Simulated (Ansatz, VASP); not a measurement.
**One calculation of BN, two programs**

```
CELL_PARAMETERS angstrom
4.77135 0.00000 0.00000
0.00000 4.77135 0.00000
0.00000 0.00000 3.38266
ATOMIC_POSITIONS crystal
B 0.26968 0.00000 0.50000
B 0.73032 0.00000 0.50000
B 0.00000 0.26968 0.50000
B 0.00000 0.73032 0.50000
N 0.50000 0.00000 0.81145
N 0.00000 0.50000 0.81145
N 0.50000 0.00000 0.18855
N 0.00000 0.50000 0.18855
```

Alike in both runs: task single point; functional PBE; k mesh 4 × 4 × 6; occupations gaussian, width 0.1 eV; collinear spin.

```csv
,VASP,Ansatz
version,VASP 6.6.1,Ansatz 0.2.0
potentials or method,"VASP PAW PBE potentials, release 64 (B, N), cutoff 520 eV","scalar-relativistic, plane waves, PAW"
valence electrons in the cell,32,32
```

```tsv
	VASP	Ansatz	Ansatz less VASP
gap on the k mesh at the Fermi level (eV)	none	none	-
pressure (GPa)	0.0	-0.1	-0.04
traceless stress, the component that is largest in VASP (GPa)	0.09	-0.28	-0.365
rms of the force components (eV/Å)	0.026	0.004	-0.0217
net moment per atom (μB)	0.00	0.00	0.000
```

Atom by atom the forces differ by 0.023 eV/Å (rms over components). A gap of «none» marks a metal or a gap that the smearing closes. Ansatz's warnings: seeded moment not kept.
